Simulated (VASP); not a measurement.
# Fe (Im-3m) in VASP: further runs

Fe is run at these levels: PBEsol+U; tasks: single point.

Program: VASP 6.6.1. These are calculated values, not measurements. Logs are shortened: lines on timing, memory, paths and dates and some standing lists are left out, and cuts for length are marked.

## 1. The cell of the first run

The structure is cubic, space group Im-3m (No. 229). The conventional cell has a = 2.891 Å, b = 2.891 Å, c = 2.891 Å, α = 90.00°, β = 90.00°, γ = 90.00°. Within 3.3 Å of Fe (site symmetry m-3m) lie 14 Fe at 2.50 to 2.89 Å.

## 2. Single point, PBEsol+U, collinear spin, ferromagnetic start

Input file INCAR:

```
SYSTEM = Fe
  ALGO = Normal
  EDIFF = 1E-6
  ENCUT = 520
  GGA = PS
  ISIF = 2
  ISMEAR = -1
  ISPIN = 2
  LASPH = .True.
  LCHARG = .True.
  LDAU = .True.
  LDAUJ = 0
  LDAUL = 2
  LDAUPRINT = 1
  LDAUTYPE = 2
  LDAUU = 5.3
  LELF = .True.
  LMAXMIX = 4
  LORBIT = 11
  LREAL = .False.
  LVHAR = .True.
  LWAVE = .False.
  MAGMOM = 1.23
  NBANDS = 14
  NELM = 150
  NUPDOWN = 1.23
  PREC = Accurate
  SIGMA = 0.1
```

Input file KPOINTS:

```
k-points
0
Gamma
  12 12 12
  0 0 0
```

Input file POSCAR:

```
Fe
1.0
   -1.4455000000      1.4455000000      1.4455000000
    1.4455000000     -1.4455000000      1.4455000000
    1.4455000000      1.4455000000     -1.4455000000
Fe
1
Direct
    0.0000000000      0.0000000000      0.0000000000
```

Potentials or basis: VASP PAW PBE potentials, release 64 (Fe).

On the command line:

```bash
> cat potpaw_PBE.64/Fe/POTCAR > POTCAR
> mpirun -np 1 vasp_std > vasp.out
```

OUTCAR:

```text
SYSTEM = Fe
   EDIFF = 1E-6
   ENCUT = 520
   GGA = PS
   ISIF = 2
   ISMEAR = -1
   ISPIN = 2
   LASPH = .True.
   LORBIT = 11
   LREAL = .False.
   NELM = 150
   NUPDOWN = 1.23
   PREC = Accurate

 ion  position               nearest neighbor table
   1  0.000  0.000  0.000-

  LATTYP: Found a body centered cubic cell.
 ALAT       =     2.8910000000

  Lattice vectors:

 A1 = (  -1.4455000000,   1.4455000000,   1.4455000000)
 A2 = (   1.4455000000,  -1.4455000000,   1.4455000000)
 A3 = (   1.4455000000,   1.4455000000,  -1.4455000000)

Analysis of symmetry for initial positions (statically):
=====================================================================
 Subroutine PRICEL returns:
 Original cell was already a primitive cell.

 Routine SETGRP: Setting up the symmetry group for a
 body centered cubic supercell.

 Subroutine GETGRP returns: Found 48 space group operations
 (whereof 48 operations were pure point group operations)
 out of a pool of 48 trial point group operations.

The static configuration has the point symmetry O_h .

Analysis of symmetry for dynamics (positions and initial velocities):
=====================================================================
 Subroutine PRICEL returns:
 Original cell was already a primitive cell.

 Routine SETGRP: Setting up the symmetry group for a
 body centered cubic supercell.

 Subroutine GETGRP returns: Found 48 space group operations
 (whereof 48 operations were pure point group operations)
 out of a pool of 48 trial point group operations.

The dynamic configuration has the point symmetry O_h .

Analysis of structural, dynamic, and magnetic symmetry:
=====================================================================
 Subroutine PRICEL returns:
 Original cell was already a primitive cell.

 Routine SETGRP: Setting up the symmetry group for a
 body centered cubic supercell.

 Subroutine GETGRP returns: Found 48 space group operations
 (whereof 48 operations were pure point group operations)
 out of a pool of 48 trial point group operations.

[... 163 lines left out ...]
  o =  0.6667  v =  0.0000 -0.8592 -0.0000  0.5116  0.0000  0.0000  0.0000  0.0000  0.0000  0.0000      0.0000  0.0000  0.0000  0.0000  0.0000  0.0000  0.0000  0.0000  0.0000  0.0000
  o =  0.6667  v =  0.0000  0.5116  0.0000  0.8592  0.0000  0.0000  0.0000  0.0000  0.0000  0.0000      0.0000  0.0000  0.0000  0.0000  0.0000  0.0000  0.0000  0.0000  0.0000  0.0000
  o =  0.6667  v =  1.0000  0.0000  0.0000  0.0000  0.0000  0.0000  0.0000  0.0000  0.0000  0.0000      0.0000  0.0000  0.0000  0.0000  0.0000  0.0000  0.0000  0.0000  0.0000  0.0000
  o =  0.7689  v =  0.0000  0.0000  0.0000  0.0000  0.0000  0.0000 -0.7141  0.0000  0.7001 -0.0000      0.0000  0.0000  0.0000  0.0000  0.0000  0.0000  0.0000  0.0000  0.0000  0.0000
  o =  0.7689  v =  0.0000  0.0000  0.0000  0.0000  0.0000  1.0000  0.0000  0.0000  0.0000  0.0000      0.0000  0.0000  0.0000  0.0000  0.0000  0.0000  0.0000  0.0000  0.0000  0.0000
  o =  0.7689  v =  0.0000  0.0000  0.0000  0.0000  0.0000  0.0000  0.7001 -0.0000  0.7141 -0.0000      0.0000  0.0000  0.0000  0.0000  0.0000  0.0000  0.0000  0.0000  0.0000  0.0000
  o =  0.9331  v =  0.0000  0.0000 -0.0118 -0.0000  0.9999  0.0000  0.0000  0.0000  0.0000  0.0000      0.0000  0.0000  0.0000  0.0000  0.0000  0.0000  0.0000  0.0000  0.0000  0.0000
  o =  0.9331  v =  0.0000 -0.0000  0.9999  0.0000  0.0118  0.0000  0.0000  0.0000  0.0000  0.0000      0.0000  0.0000  0.0000  0.0000  0.0000  0.0000  0.0000  0.0000  0.0000  0.0000

 number of electron       7.9999994 magnetization       1.2300000

 Free energy of the ion-electron system (eV)
  ---------------------------------------------------
  ext. energy  EPLUGINS =         0.00000000
  ---------------------------------------------------
  free energy    TOTEN  =        -3.74132171 eV

  energy without entropy =       -3.70567122  energy(sigma->0) =       -3.72349646

 E-fermi :   5.4030     XC(G=0): -12.8754

 val. band max:        5.3715608812   @ k =  -0.4167   0.4167   0.2500
 cond. band min:       4.3635662673   @ k =  -0.4167   0.5000   0.2500
 fundamental gap:     -1.0079946139
 Fermi energy:         4.3144697270

 spin component 1

 k-point     1 :       0.0000    0.0000    0.0000
  band No.  band energies     occupation
      1      -3.0182      1.00000
      2       2.1985      1.00000
      3       2.1985      1.00000
      4       3.0256      1.00000
      5       3.0256      1.00000
      6       3.0256      1.00000
      7      29.3900      0.00000
      8      29.3900      0.00000
      9      29.3900      0.00000
     10      31.8167      0.00000
     11      31.8167      0.00000
     12      34.9374      0.00000
[... 793 lines left out ...]
      3       3.9631      1.00000
      4       7.9022      0.00000
      5       8.0479      0.00000
      6       9.2186      0.00000
      7      12.8700      0.00000
      8      20.1334      0.00000
      9      21.8345      0.00000
     10      29.9100      0.00000
     11      36.3952      0.00000
     12      38.9526      0.00000
     13      43.6751      0.00000
     14      44.6380      0.00000

 [... further k-points ...]

------------------------ aborting loop because EDIFF is reached ----------------------------------------

  FORCE on cell =-STRESS in cart. coord.  units (eV):
  Direction    XX          YY          ZZ          XY          YZ          ZX
  --------------------------------------------------------------------------------------
  -------------------------------------------------------------------------------------
  Total       -1.1566462     -1.1566462     -1.1566462     -0.0000000     -0.0000000      0.0000000
  in kB     -153.3899209   -153.3899209   -153.3899209     -0.0000000     -0.0000000      0.0000000
  external PRESSURE =    -153.3899209 kB  Pullay stress =       0.0000000 kB

 VOLUME and BASIS-vectors are now :
 -----------------------------------------------------------------------------
  energy-cutoff  :      520.00
  volume of cell :       12.08
      direct lattice vectors                 reciprocal lattice vectors
    -1.445500000  1.445500000  1.445500000     0.000000000  0.345901072  0.345901072
     1.445500000 -1.445500000  1.445500000     0.345901072  0.000000000  0.345901072
     1.445500000  1.445500000 -1.445500000     0.345901072  0.345901072  0.000000000

 POSITION                                       TOTAL-FORCE (eV/Angst)
 -----------------------------------------------------------------------------------
      0.00000      0.00000      0.00000         0.000000     -0.000000      0.000000
 -----------------------------------------------------------------------------------
    total drift:                                0.000000      0.000000      0.000000

  FREE ENERGIE OF THE ION-ELECTRON SYSTEM (eV)
  ---------------------------------------------------
  free  energy   TOTEN  =        -3.7413217058 eV

  energy  without entropy=       -3.7056712240  energy(sigma->0) =       -3.72349646

 total charge

# of ion       s       p       d       tot
------------------------------------------
    1        0.461   0.463   6.346   7.269

 magnetization (x)

# of ion       s       p       d       tot
------------------------------------------
    1       -0.017  -0.085   1.357   1.256
```

OSZICAR:

```text
N       E                     dE             d eps       ncg     rms          rms(c)
DAV:   1     0.256645018438E+02    0.25665E+02   -0.38104E+03  4410   0.667E+02
DAV:   2    -0.306801239510E+01   -0.28733E+02   -0.26888E+02  4344   0.126E+02
DAV:   3    -0.405734285251E+01   -0.98933E+00   -0.97142E+00  4878   0.239E+01
DAV:   4    -0.406062029929E+01   -0.32774E-02   -0.32768E-02  4604   0.127E+00
DAV:   5    -0.406063369527E+01   -0.13396E-04   -0.13396E-04  4880   0.830E-02    0.113E+01
DAV:   6    -0.355107983025E+01    0.50955E+00   -0.15835E+01  4734   0.411E+01    0.436E+00
DAV:   7    -0.361925956450E+01   -0.68180E-01   -0.18791E+00  4546   0.136E+01    0.225E+00
DAV:   8    -0.367721435131E+01   -0.57955E-01   -0.15197E-01  4962   0.220E+00    0.107E+00
DAV:   9    -0.371329421513E+01   -0.36080E-01   -0.10481E-01  4532   0.142E+00    0.604E-01
DAV:  10    -0.373937723716E+01   -0.26083E-01   -0.93818E-02  4356   0.204E+00    0.254E-01
DAV:  11    -0.374033504169E+01   -0.95780E-03   -0.43855E-03  4776   0.373E-01    0.133E-01
DAV:  12    -0.374121314349E+01   -0.87810E-03   -0.17746E-03  4448   0.393E-01    0.523E-02
DAV:  13    -0.374131384685E+01   -0.10070E-03   -0.43594E-04  4920   0.123E-01    0.212E-02
DAV:  14    -0.374132034148E+01   -0.64946E-05   -0.17373E-04  4608   0.700E-02    0.826E-03
DAV:  15    -0.374132138088E+01   -0.10394E-05   -0.73805E-06  4200   0.121E-02    0.462E-03
DAV:  16    -0.374132170579E+01   -0.32491E-06   -0.12406E-06  3310   0.700E-03
   1 F= -.37413217E+01 E0= -.37234965E+01  d E =-.356505E-01  mag=     1.2300
```

stdout:

```text
POSCAR found type information on POSCAR Fe
 POSCAR found :  1 types and       1 ions
 scaLAPACK will be used
 -----------------------------------------------------------------------------
|                                                                             |
|                                                                             |
|     You enforced a specific xc type in the INCAR file but a different       |
|     I HOPE YOU KNOW WHAT YOU ARE DOING!                                     |
|                                                                             |
 -----------------------------------------------------------------------------

 LDA part: xc-table for (Slater+PW92), standard interpolation
 POSCAR, INCAR and KPOINTS ok, starting setup
 FFT: planning ... GRIDC
 FFT: planning ... GRID_SOFT
 FFT: planning ... GRID
 WAVECAR not read
 entering main loop
```

It took 53 s on 1 thread of Intel Xeon 8259CL, shared host; peak memory 0.14 GiB.

Results:

```
Free energy                                           : -3.7413 eV
Pressure                                              : -15.3 GPa
Net moment                                            : 1.23 μB per cell
Site moments                                          : Fe +1.26 μB
Valence electrons inside the program's atomic spheres : Fe 7.27
```

Eigenvalues of the final occupation matrices:
```csv
site,spin,trace,eigenvalues
site 1 d,1,3.87,0.67 0.67 0.67 0.93 0.93
site 1 d,2,2.51,0.10 0.10 0.77 0.77 0.77
```

Caveat: the PAW data sets were made with another functional, which shifts forces and pressure a little; the total moment is fixed, so each spin has its own Fermi level; the U is typed as a test and isn't derived for this compound. The state reached can hang on the start; a lower one may exist.

## 3. Single point, PBEsol+U, collinear spin, ferromagnetic start

Input file INCAR:

```
SYSTEM = Fe
PREC = Accurate ; ENCUT = 520
EDIFF = 1E-6 ; ISMEAR = -1
SIGMA = 0.1 ; LREAL = .False.
LASPH = .True. ; NELM = 150
ALGO = Normal ; ISIF = 2
LWAVE = .False. ; LCHARG = .False.
ISPIN = 2 ; MAGMOM = 2.46
LORBIT = 11 ; NUPDOWN = 2.46
LMAXMIX = 4 ; LDAU = .True.
LDAUTYPE = 2 ; LDAUL = 2
LDAUU = 5.3 ; LDAUJ = 0
LDAUPRINT = 1 ; GGA = PS
NBANDS = 14
```

Input file KPOINTS:

```
Automatic mesh
0
Gamma
  12 12 12
  0 0 0
```

POSCAR is that of step 2.

Potentials or basis: VASP PAW PBE potentials, release 64 (Fe).

On the command line:

```bash
> cat potpaw_PBE.64/Fe/POTCAR > POTCAR
> mpirun -np 1 vasp_std > vasp.out
```

OUTCAR:

```text
SYSTEM = Fe
   PREC = Accurate
   ENCUT = 520
   EDIFF = 1E-6
   ISMEAR = -1
   LREAL = .False.
   LASPH = .True.
   NELM = 150
   ISIF = 2
   ISPIN = 2
   LORBIT = 11
   NUPDOWN = 2.46
   GGA = PS

 ion  position               nearest neighbor table
   1  0.000  0.000  0.000-

  LATTYP: Found a body centered cubic cell.
 ALAT       =     2.8910000000

  Lattice vectors:

 A1 = (  -1.4455000000,   1.4455000000,   1.4455000000)
 A2 = (   1.4455000000,  -1.4455000000,   1.4455000000)
[... 1059 lines left out ...]
  --------------------------------------------------------------------------------------
  -------------------------------------------------------------------------------------
  Total       -0.5604771     -0.5604771     -0.5604771     -0.0000000     -0.0000000     -0.0000000
  in kB      -74.3283023    -74.3283023    -74.3283023     -0.0000000     -0.0000000     -0.0000000
  external PRESSURE =     -74.3283023 kB  Pullay stress =       0.0000000 kB

 VOLUME and BASIS-vectors are now :
 -----------------------------------------------------------------------------
  energy-cutoff  :      520.00
  volume of cell :       12.08
      direct lattice vectors                 reciprocal lattice vectors
    -1.445500000  1.445500000  1.445500000     0.000000000  0.345901072  0.345901072
     1.445500000 -1.445500000  1.445500000     0.345901072  0.000000000  0.345901072
     1.445500000  1.445500000 -1.445500000     0.345901072  0.345901072  0.000000000

 POSITION                                       TOTAL-FORCE (eV/Angst)
 -----------------------------------------------------------------------------------
      0.00000      0.00000      0.00000         0.000000      0.000000     -0.000000
 -----------------------------------------------------------------------------------
    total drift:                                0.000000     -0.000000      0.000000

  FREE ENERGIE OF THE ION-ELECTRON SYSTEM (eV)
  ---------------------------------------------------
  free  energy   TOTEN  =        -4.7610532933 eV

  energy  without entropy=       -4.7364556343  energy(sigma->0) =       -4.74875446

 total charge

# of ion       s       p       d       tot
------------------------------------------
    1        0.447   0.478   6.310   7.235

 magnetization (x)

# of ion       s       p       d       tot
------------------------------------------
    1       -0.064  -0.184   2.879   2.630
```

OSZICAR:

```text
N       E                     dE             d eps       ncg     rms          rms(c)
DAV:   1     0.261451960400E+02    0.26145E+02   -0.38153E+03  4420   0.677E+02
DAV:   2    -0.402207292254E+01   -0.30167E+02   -0.28097E+02  4356   0.129E+02
DAV:   3    -0.510602273690E+01   -0.10839E+01   -0.10756E+01  4830   0.252E+01
DAV:   4    -0.510962883798E+01   -0.36061E-02   -0.36058E-02  4650   0.134E+00
DAV:   5    -0.510964289267E+01   -0.14055E-04   -0.14054E-04  4872   0.848E-02    0.119E+01
DAV:   6    -0.481174573136E+01    0.29790E+00   -0.13024E+01  4440   0.372E+01    0.511E+00
DAV:   7    -0.473128208996E+01    0.80464E-01   -0.85353E-01  4752   0.107E+01    0.332E+00
DAV:   8    -0.474429382695E+01   -0.13012E-01   -0.21154E-02  4430   0.997E-01    0.126E+00
DAV:   9    -0.475319053408E+01   -0.88967E-02   -0.24019E-02  4520   0.847E-01    0.408E-01
DAV:  10    -0.475960235092E+01   -0.64118E-02   -0.24823E-02  4416   0.554E-01    0.159E-01
DAV:  11    -0.476048319113E+01   -0.88084E-03   -0.16678E-03  5054   0.235E-01    0.126E-01
DAV:  12    -0.476104478372E+01   -0.56159E-03   -0.24011E-03  4344   0.270E-01    0.109E-01
DAV:  13    -0.476105240613E+01   -0.76224E-05   -0.10700E-04  5302   0.557E-02    0.222E-02
DAV:  14    -0.476105329331E+01   -0.88718E-06   -0.17722E-06  3776   0.111E-02
   1 F= -.47610533E+01 E0= -.47487545E+01  d E =-.245977E-01  mag=     2.4600
```

Run time: 45 s. Hardware: 1 thread of Intel Xeon 8259CL, shared host; peak memory 0.14 GiB.

Results:

- Free energy: -4.7611 eV
- Pressure: -7.4 GPa
- Net moment: 2.46 μB per cell
- Site moments: Fe +2.63 μB
- Valence electrons inside the program's atomic spheres: Fe 7.24

Eigenvalues of the final occupation matrices:
| site | spin | trace | eigenvalues |
| --- | --- | --- | --- |
| site 1 d | 1 | 4.61 | 0.91 0.91 0.91 0.93 0.93 |
| site 1 d | 2 | 1.73 | 0.16 0.16 0.47 0.47 0.47 |

Caveat: the PAW data sets were made with another functional, which shifts forces and pressure a little; the total moment is fixed, so each spin has its own Fermi level; the U is typed as a test and isn't derived for this compound. The state reached can hang on the start; a lower one may exist.
